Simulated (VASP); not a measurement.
Runs of VASP 6.6.1 on K. The structure is that of space group Im-3m (No. 229), or close to it. The cells are those of the table. 

```csv
task,cell,gap on the mesh (eV),pressure (GPa)
single point,"a = 4.535 Å, angles 109.5°, 1 atom",none,0.0
single point,"a = 4.473 Å, angles 109.5°, 1 atom",none,0.1
single point,"a = 4.519 Å, angles 109.2, 109.2, 110.0°, 1 atom",none,0.0
single point,"a = 4.442 Å, angles 109.5°, 1 atom",none,0.2
single point,"a = 4.623 Å, angles 109.5°, 1 atom",none,(a)
single point,"a = 4.504 Å, angles 108.9, 108.9, 110.6°, 1 atom",none,0.0
electric field gradients,"a = 4.442 Å, angles 109.5°, 1 atom",none,0.2
single point,"a = 4.550 Å, angles 109.5°, 1 atom",none,-0.1
```

Alike in all rows: level PBEsol; potentials or basis VASP PAW PBE potentials, release 64 (K_sv); no spin polarisation; k mesh 10 × 10 × 10; cutoff (eV) 520; smearing fermi-dirac 0.08 eV.

Task: Fill in the values left out.

Result: (a) -0.2.

Caveats: the PAW data sets were made with another functional, which shifts forces and pressure a little.

A gap of «none» marks levels without a gap at the run's occupations.
